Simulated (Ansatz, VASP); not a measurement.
Ge: VASP beside Ansatz

File INCAR:

```
PREC = Accurate
ENCUT = 520
EDIFF = 1E-7
ISMEAR = -1
SIGMA = 0.05
LREAL = F
LASPH = T
NELM = 100
ALGO = Normal
ISIF = 2
LWAVE = F
LCHARG = F
GGA = VW
NBANDS = 21
```

The input KPOINTS:

```
Automatic mesh
0
Gamma
  8 8 8
```

Contents of POSCAR:

```
Ge
1.0
    0.0000000000      2.7711609388      2.7711609388
    2.7711609388      0.0000000000      2.7711609388
    2.7711609388      2.7711609388      0.0000000000
Ge
2
Direct
    0.7500000000      0.7500000000      0.7500000000
    0.5000000000      0.5000000000      0.5000000000
```

The input input.yaml:

```yaml
crystal:
  lattice:
    - [0.0, 2.7711609388, 2.7711609388]
    - [2.7711609388, 0.0, 2.7711609388]
    - [2.7711609388, 2.7711609388, 0.0]
  atoms:
    - { symbol: Ge, position: [0.75, 0.75, 0.75] }
    - { symbol: Ge, position: [0.5, 0.5, 0.5] }
hamiltonian:
  xc: { exchange: slater, correlation: vwn5 }
  pseudopotentials: { kind: paw }
kpoints:
  mp_grid: { grid: [8, 8, 8] }
scf:
  occupations: { method: fermi_dirac, width: 0.05 }
output:
  forces: true
  stress: true
  eigenvalues: true
```

Alike in both runs: task single point; functional SVWN5; k mesh 8 × 8 × 8; occupations fermi-dirac, width 0.05 eV; no spin polarisation.

|  | VASP | Ansatz |
| --- | --- | --- |
| version | VASP 6.6.1 | Ansatz 0.2.0 |
| potentials or method | VASP PAW PBE potentials, release 64 (Ge_d) | Ansatz PAW |
| plane-wave cutoff (eV) | 520 | 420 |
| valence electrons in the cell | 28 | 28 |

Ansatz gave:

| Property | Result |
| --- | --- |
| gap on the k mesh at the Fermi level (eV) | 0.24 |
| least direct gap on the mesh (eV) | 0.38 |
| pressure (GPa) | 3.3 |

**Question.** Which values does VASP return?

**Answer.** gap on the k mesh at the Fermi level (eV): 0.24; least direct gap on the mesh (eV): 0.38; pressure (GPa): 3.4.

VASP's potentials were made for PBE, not for SVWN5. The functional is the same, so the differences come from potentials, cutoffs and numerics.
